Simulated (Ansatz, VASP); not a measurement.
One calculation of Y, two programs

```xyz
1
Lattice="0.0000 2.1129 2.1129 2.1129 0.0000 2.1129 2.1129 2.1129 0.0000" Properties=species:S:1:pos:R:3 pbc="T T T"
Y     0.0000    0.0000    0.0000
```

Alike in both runs: task single point; functional PBE; k mesh 21 × 21 × 21; occupations fermi-dirac, width 0.08 eV; collinear spin.

|  | VASP | Ansatz |
| --- | --- | --- |
| version | VASP 6.6.1 | Ansatz 0.2.0 |
| potentials or method | VASP PAW PBE potentials, release 64 (Y_sv), cutoff 520 eV | all-electron LAPW, scalar-relativistic |

```tsv
	VASP	Ansatz	Ansatz less VASP
gap on the k mesh at the Fermi level (eV)	none	none	-
net moment per atom (μB)	0.00	0.00	0.000
```

A gap of «none» marks a metal or a gap that the smearing closes. Ansatz ran all-electron here, and VASP with PAW potentials. Ansatz's warnings: seeded moment not kept.
